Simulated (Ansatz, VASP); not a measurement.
**Two plane-wave programs on Au**

```
Au
1.0
     0.00000    2.02302    2.02302
     2.02302    0.00000    2.02302
     2.02302    2.02302    0.00000
Au
1
Direct
  0.00000 0.00000 0.00000
```

Alike in both runs: task single point; functional r2SCAN; k mesh 14 × 14 × 14; no spin polarisation.

```csv
,VASP,Ansatz
version,VASP 6.6.1,Ansatz 0.2.0
potentials or method,"VASP PAW PBE potentials, release 64 (Au), cutoff 520 eV",PAW plane waves
occupations,"fermi-dirac, width 0.1 eV",fermi-dirac
valence electrons in the cell,11,19
```

```csv
,VASP,Ansatz,Ansatz less VASP
pressure (GPa),10.9,10.5,-0.43
```

VASP's potentials were made for PBE, not for r2SCAN. VASP's potentials hold 11 valence electrons a cell and Ansatz's 19, so a difference there can come from the potentials and not from the codes.

Spin-orbit coupling is off throughout.
